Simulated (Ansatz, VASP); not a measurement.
**FeCo: VASP beside Ansatz**

```
CELL_PARAMETERS angstrom
2.72803 0.00000 0.00000
0.00000 2.72803 0.00000
0.00000 0.00000 2.72803
ATOMIC_POSITIONS crystal
Fe 0.50000 0.50000 0.50000
Co 0.00000 0.00000 0.00000
```

Alike in both runs: task single point; functional LDA; k mesh 16 × 16 × 16; occupations gaussian, width 0.05 eV; collinear spin.

|  | VASP | Ansatz |
| --- | --- | --- |
| version | VASP 6.6.1 | Ansatz 0.2.0 |
| potentials or method | VASP PAW LDA potentials, release 64 (Fe, Co), cutoff 600 eV | scalar-relativistic, plane waves, PAW |
| valence electrons in the cell | 17 | 33 |

```csv
,VASP,Ansatz,Ansatz less VASP
gap on the k mesh at the Fermi level (eV),none,none,-
pressure (GPa),9.5,10.9,+1.47
net moment per atom (μB),2.10,2.14,+0.041
size of the moment on the site where the two differ most (μB),1.67,1.75,+0.086
```

LDA's correlation is that of Perdew and Zunger in VASP and of Perdew and Wang (1992) in Ansatz. Site moments also hang on the region over which each program counts them. A gap of «none» marks a metal or a gap that the smearing closes. VASP's potentials hold 17 valence electrons a cell and Ansatz's 33, so a difference there can come from the potentials and not from the codes.
